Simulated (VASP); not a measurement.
**WSe2: single point with PBE**

WSe2, a slab with vacuum:

```
W Se
1.0
     3.32068    0.00000    0.00000
    -1.66034    2.87579    0.00000
     0.00000    0.00000   40.70861
W Se
4 8
Direct
  0.66667 0.33333 0.90171
  0.66667 0.33333 0.29464
  0.33333 0.66667 0.70536
  0.33333 0.66667 0.09829
  0.33333 0.66667 0.94500
  0.33333 0.66667 0.33792
  0.66667 0.33333 0.74865
  0.66667 0.33333 0.14158
  0.33333 0.66667 0.85842
  0.33333 0.66667 0.25135
  0.66667 0.33333 0.66208
  0.66667 0.33333 0.05500
```

This cell differs from its parent crystal: strain +0.0500 x Voigt [0, 0, 1, 0, 0, 0].

```json
{
 "Program": "VASP 6.6.1",
 "Task": "single point",
 "Functional": "PBE",
 "Potentials or basis": "VASP PAW PBE potentials, release 64 (W_sv, Se)",
 "Cutoff": "520 eV",
 "k mesh": "12 × 12 × 1",
 "Occupations": "gaussian, width 0.05 eV",
 "Spin": "no spin polarisation",
 "Dipole correction": "no",
 "Further INCAR settings": "ALGO = Normal; EDIFF = 1e-07; NBANDS = 64"
}
```

* Largest force: 1.237 eV/Å
* Band gap on the k mesh: 1.26 eV (least direct gap 1.68 eV)

Forces on the atoms (eV/Å):
```
W    0.000  0.000  0.000
W    0.000  0.000 -0.001
W    0.000  0.000  0.001
W    0.000  0.000  0.000
Se   0.000  0.000 -1.235
Se   0.000  0.000 -1.237
Se   0.000  0.000 -1.236
Se   0.000  0.000 -1.235
Se   0.000  0.000  1.235
Se   0.000  0.000  1.236
Se   0.000  0.000  1.237
Se   0.000  0.000  1.235
```

Levels at points of the mesh, in eV from the valence-band top:
```tsv
k point	band 50	band 51	band 52	band 53	band 54	band 55
(0.00, 0.00, 0.00)	-0.63	-0.52	-0.45	2.78	2.78	2.78
(0.50, 0.00, 0.00)	-0.79	-0.78	-0.78	2.36	2.36	2.36
```

Wall time 34 min on 1 thread of Intel Xeon 8259CL, with other jobs on the host, peak memory 0.75 GiB.

Caveat: the cell differs from its parent crystal (strain +0.0500 x Voigt [0, 0, 1, 0, 0, 0]); there is no dipole correction, which matters where the two faces differ; spin-orbit coupling is left out, which moves the levels of the heavy elements.
